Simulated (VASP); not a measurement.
Write the native input for VASP 6.6.1 that does the following.

| Item | Value |
| --- | --- |
| Task | single point |
| Functional | BLYP |
| Potentials or basis | VASP PAW PBE potentials, release 64 (Pd) |
| Cutoff | 500 eV |
| k mesh | 6 × 6 × 4 |
| Occupations | fermi-dirac, width 0.1 eV |
| Spin | collinear spin, antiferromagnetic start |
| Starting moments | [0.5, -0.5] μB |
| Dipole correction | no |
| Further INCAR settings | ALGO = Normal; EDIFF = 1e-06; NBANDS = 21 |

The structure of Pd lies in POSCAR:

```
Pd
1.0
    2.8477608914      0.0000000000      0.0000000000
    0.0000000000      2.8477608914      0.0000000000
    0.0000000000      0.0000000000      4.0299220241
Pd
2
Direct
    1.0000000000      1.0000000000      0.0000000000
    0.5000000000      0.5000000000      0.5000000000
```

The input as run:

INCAR

```
  AGGAC = 1.0
  AGGAX = 1.0
  ALDAC = 0.0
  ALDAX = 1.0
  ALGO = Normal
  EDIFF = 1E-6
  ENCUT = 500
  GGA = B5
  GGA_COMPAT = F
  ISIF = 2
  ISMEAR = -1
  ISPIN = 2
  LASPH = T
  LCHARG = T
  LELF = T
  LMAXMIX = 4
  LORBIT = 11
  LREAL = F
  LVHAR = T
  LWAVE = F
  MAGMOM = 0.5 -0.5
  NBANDS = 21
  NELM = 200
  PREC = Accurate
  SIGMA = 0.1
```

KPOINTS

```
k-points
0
Gamma
  6 6 4
```

Potentials or basis: VASP PAW PBE potentials, release 64 (Pd).

Launch:

```sh
$ cat potpaw_PBE.64/Pd/POTCAR > POTCAR
$ mpirun -np 1 vasp_std > vasp.out
```

It gave:

```
Pressure                                              : 0.5 GPa
Band gap on the k mesh                                : zero (filled and empty bands overlap)
Net moment                                            : 0.00 μB per cell
Valence electrons inside the program's atomic spheres : Pd 9.29
```

Caveat: the k points lie up to 0.39 Å⁻¹ apart; the PAW data sets were made with another functional, which shifts forces and pressure a little.

Wall time 28 s on 1 thread of Intel(R) Xeon(R) Platinum 8375C CPU @ 2.90GHz (Ice Lake) (shared host), peak memory 0.17 GiB.
